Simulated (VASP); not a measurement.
# As (C2/m) in VASP: single point with PBE

Aim: the single point of As with PBE.

All numbers are computed with VASP 6.6.1; they aren't measurements. Logs are shortened: lines on timing, memory, paths and dates and some standing lists are left out, and cuts for length are marked.

**1. The cell of the first run**

The structure is monoclinic, space group C2/m (No. 12). Conventional cell: a = 7.968 Å, b = 8.000 Å, c = 5.646 Å, α = 90.00°, β = 90.53°, γ = 90.00°. Within 3.4 Å of As (site symmetry m) lie 6 As at 2.57 to 3.08 Å. Within 3.4 Å of As (site symmetry m) lie 6 As at 2.57 to 3.08 Å. As (site symmetry 1) has 6 As at 2.57 to 3.08 Å within 3.4 Å.

**2. Single point, PBE**

File INCAR:

```
PREC = Accurate
ENCUT = 520
EDIFF = 1E-6
ISMEAR = 0
SIGMA = 0.1
LREAL = False
LASPH = True
NELM = 100
ALGO = Normal
ISIF = 2
LWAVE = False
LCHARG = False
GGA = PE
NBANDS = 30
```

File KPOINTS:

```
Automatic mesh
0
Gamma
  4 4 4
```

File POSCAR:

```
As
1.0
    3.9229599929     -3.9999173000      0.6960459158
    3.9229599929      3.9999173000      0.6960459158
   -1.0375509218      0.0000000000      5.5493443178
As
8
Direct
    0.7727889812      0.7727889812      0.2259160712
    0.2272110188      0.2272110188      0.7740839288
    0.2290680950      0.2290680950      0.2291359230
    0.7709319050      0.7709319050      0.7708640770
    0.7740509070      0.2279306670      0.2275641611
    0.7720693330      0.2259490930      0.7724358389
    0.2259490930      0.7720693330      0.7724358389
    0.2279306670      0.7740509070      0.2275641611
```

Potentials or basis: VASP PAW PBE potentials, release 64 (As).

The run is started by

```console
cat potpaw_PBE.64/As/POTCAR > POTCAR
mpirun -np 1 vasp_std > vasp.out
```

OUTCAR:

```text
PREC = Accurate
   ENCUT = 520
   EDIFF = 1E-6
   ISMEAR = 0
   LREAL = False
   LASPH = True
   NELM = 100
   ISIF = 2
   GGA = PE

 ion  position               nearest neighbor table
   1  0.773  0.773  0.226-   4 2.57   5 2.57   8 2.57
   2  0.227  0.227  0.774-   3 2.57   6 2.57   7 2.57
   3  0.229  0.229  0.229-   5 2.57   8 2.57   2 2.57
   4  0.771  0.771  0.771-   6 2.57   7 2.57   1 2.57
   5  0.774  0.228  0.228-   3 2.57   6 2.57   1 2.57
   6  0.772  0.226  0.772-   4 2.57   5 2.57   2 2.57
   7  0.226  0.772  0.772-   4 2.57   8 2.57   2 2.57
   8  0.228  0.774  0.228-   3 2.57   7 2.57   1 2.57

  LATTYP: Found a base centered monoclinic cell.
 ALAT       =     7.9684615887
 B/A-ratio  =     1.0039371478
 C/A-ratio  =     0.7084812554
 COS(beta)  =    -0.0092327538

  Lattice vectors:

 A1 = (   3.9229599929,  -3.9999173000,   0.6960459158)
 A2 = (   3.9229599929,   3.9999173000,   0.6960459158)
 A3 = (  -1.0375509218,   0.0000000000,   5.5493443178)

Analysis of symmetry for initial positions (statically):
=====================================================================
 Subroutine PRICEL returns:
 Original cell was already a primitive cell.

 Routine SETGRP: Setting up the symmetry group for a
 base centered monoclinic supercell.

 Subroutine GETGRP returns: Found  4 space group operations
 (whereof  4 operations were pure point group operations)
 out of a pool of  4 trial point group operations.

The static configuration has the point symmetry C_2h.

Analysis of symmetry for dynamics (positions and initial velocities):
=====================================================================
 Subroutine PRICEL returns:
 Original cell was already a primitive cell.

 Routine SETGRP: Setting up the symmetry group for a
 base centered monoclinic supercell.

 Subroutine GETGRP returns: Found  4 space group operations
 (whereof  4 operations were pure point group operations)
 out of a pool of  4 trial point group operations.

The dynamic configuration has the point symmetry C_2h.

 Subroutine INISYM returns: Found  4 space group operations
 (whereof  4 operations are pure point group operations),
 and found     1 'primitive' translations

[... 108 lines left out ...]
   NSW    =      0    number of steps for IOM
   IBRION =     -1    ionic relax: 0-MD 1-quasi-New 2-CG
   NFREE  =      0    steps in history (QN), initial steepest desc. (CG)
   ISIF   =      2    stress and relaxation
   ISYM   =      2    0-nonsym 1-usesym 2-fastsym
   POTIM  = 0.5000    time-step for ionic-motion
   TEBEG  =    0.0;   TEEND  =   0.0 temperature during run
   PSTRESS=    0.0 pullay stress
   NELECT =      40.0000    total number of electrons
   NUPDOWN=      -1.0000    fix difference up-down
   EMIN   =  10.00;   EMAX   =-10.00  energy-range for DOS
   EFERMI =   0.00;   METHOD = LEGACY
   ISMEAR =     0;   SIGMA  =   0.10  broadening in eV -4-tet -1-fermi 0-gaus
   EFERMI_NEDOS =   21; number of points for ismear=-14 and -15
   IALGO  =     38    algorithm
   IMIX   =      4    mixing-type and parameters
     AMIX     =   0.40;   BMIX     =  1.00
     AMIX_MAG =   1.60;   BMIX_MAG =  1.00
  volume/ion in A,a.u.               =      22.49       151.78
  Fermi-wavevector in a.u.,A,eV,Ry     =   0.991726  1.874090 13.381599  0.983520
  Thomas-Fermi vector in A             =   2.123487
   LORBIT       =      0    0 simple, 1 ext, 2 COOP (PROOUT), +10 PAW based schemes
   GGA     = PE    functional components
   LHFCALC =     F    Hartree Fock is set to
   AEXX    =    0.0000 exact exchange contribution
   IVDW    =     0    specifies the selected vdW correction
   LEPSILON=     F    determine dielectric tensor
   LRPA    =     F    only Hartree local field effects (RPA)
 non-spin polarized calculation
 Gauss-broadening in eV      SIGMA  =   0.10
  energy-cutoff  :      520.00
  volume of cell :      179.93
 maximum number of plane-waves:      4893
 NGX is ok and might be reduce to    42
   NGX = 21   NGY = 21   NGZ = 21

 number of electron      40.0000006 magnetization

 Free energy of the ion-electron system (eV)
  ---------------------------------------------------
  ext. energy  EPLUGINS =         0.00000000
  ---------------------------------------------------
  free energy    TOTEN  =       -36.53547627 eV

  energy without entropy =      -36.53346358  energy(sigma->0) =      -36.53446992

 E-fermi :   4.5187     XC(G=0):  -9.7542

 val. band max:        4.4009559383   @ k =   0.5000   0.5000   0.5000
 cond. band min:       4.6233535735   @ k =   0.5000   0.5000   0.0000
 fundamental gap:      0.2223976351
 Fermi energy:         4.5186823211

 k-point     1 :       0.0000    0.0000    0.0000
  band No.  band energies     occupation
      1      -9.9208      2.00000
      2      -7.1085      2.00000
      3      -7.1011      2.00000
      4      -7.0999      2.00000
      5      -4.1666      2.00000
      6      -4.1600      2.00000
[... 781 lines left out ...]
     29       5.5107      0.00000
     30       6.0894      0.00000

------------------------ aborting loop because EDIFF is reached ----------------------------------------

  FORCE on cell =-STRESS in cart. coord.  units (eV):
  Direction    XX          YY          ZZ          XY          YZ          ZX
  --------------------------------------------------------------------------------------
  -------------------------------------------------------------------------------------
  Total        0.3322883      0.3242435      0.3632831      0.0000000      0.0000000      0.0529364
  in kB        2.9588014      2.8871676      3.2347885      0.0000000      0.0000000      0.4713626
  external PRESSURE =       3.0269192 kB  Pullay stress =       0.0000000 kB

 VOLUME and BASIS-vectors are now :
 -----------------------------------------------------------------------------
  energy-cutoff  :      520.00
  volume of cell :      179.93
      direct lattice vectors                 reciprocal lattice vectors
     3.922959993 -3.999917300  0.696045916     0.123362412 -0.125002584  0.023064848
     3.922959993  3.999917300  0.696045916     0.123362412  0.125002584  0.023064848
    -1.037550922  0.000000000  5.549344318    -0.030946324  0.000000000  0.174415491

 POSITION                                       TOTAL-FORCE (eV/Angst)
 -----------------------------------------------------------------------------------
      5.82884      0.00000      2.32948        -0.027312      0.000000      0.015135
      0.97953      0.00000      4.61196         0.027312      0.000000     -0.015135
      1.55951      0.00000      1.59044         0.022520      0.000000      0.024766
      5.24886      0.00000      5.35100        -0.022520      0.000000     -0.024766
      3.69462     -2.18444      1.96026        -0.006385      0.028068      0.017173
      3.11374     -2.18444      4.98118         0.006385      0.028068     -0.017173
      3.11374      2.18444      4.98118         0.006385     -0.028068     -0.017173
      3.69462      2.18444      1.96026        -0.006385     -0.028068      0.017173
 -----------------------------------------------------------------------------------
    total drift:                               -0.000000      0.000000      0.000000

  FREE ENERGIE OF THE ION-ELECTRON SYSTEM (eV)
  ---------------------------------------------------
  free  energy   TOTEN  =       -36.5354762655 eV

  energy  without entropy=      -36.5334635815  energy(sigma->0) =      -36.53446992
```

OSZICAR:

```text
N       E                     dE             d eps       ncg     rms          rms(c)
DAV:   1     0.162879745996E+03    0.16288E+03   -0.15932E+04  1440   0.112E+03
DAV:   2    -0.224743714154E+02   -0.18535E+03   -0.17871E+03  1860   0.174E+02
DAV:   3    -0.363170484195E+02   -0.13843E+02   -0.13601E+02  1752   0.476E+01
DAV:   4    -0.365600730773E+02   -0.24302E+00   -0.23835E+00  1860   0.639E+00
DAV:   5    -0.365638343593E+02   -0.37613E-02   -0.37573E-02  1838   0.689E-01    0.598E+00
DAV:   6    -0.365412018885E+02    0.22632E-01   -0.27833E-02  1714   0.769E-01    0.357E+00
DAV:   7    -0.365342992485E+02    0.69026E-02   -0.45293E-02  1666   0.107E+00    0.164E-01
DAV:   8    -0.365351924208E+02   -0.89317E-03   -0.57865E-03  1644   0.344E-01    0.781E-02
DAV:   9    -0.365354431276E+02   -0.25071E-03   -0.62815E-04  1812   0.126E-01    0.610E-02
DAV:  10    -0.365354702195E+02   -0.27092E-04   -0.77097E-05  1730   0.408E-02    0.761E-03
DAV:  11    -0.365354756571E+02   -0.54377E-05   -0.53476E-06  1802   0.985E-03    0.566E-03
DAV:  12    -0.365354762655E+02   -0.60840E-06   -0.12755E-06  1228   0.502E-03
   1 F= -.36535476E+02 E0= -.36534470E+02  d E =-.201268E-02
```

Wall time 59 s (1 thread of AMD EPYC 9R45 (Zen 5), shared host); peak memory 0.27 GiB.

What came out:

```
Free energy            : -36.5355 eV
Pressure               : 0.3 GPa
Largest force          : 0.034 eV/Å
Band gap on the k mesh : zero (bands 20 and 21 overlap by 0.24 eV)
```

Forces in eV/Å, atoms in the order of the input:
```
As  -0.027  0.000  0.015
As   0.027  0.000 -0.015
As   0.023  0.000  0.025
As  -0.023  0.000 -0.025
As  -0.006  0.028  0.017
As   0.006  0.028 -0.017
As   0.006 -0.028 -0.017
As  -0.006 -0.028  0.017
```
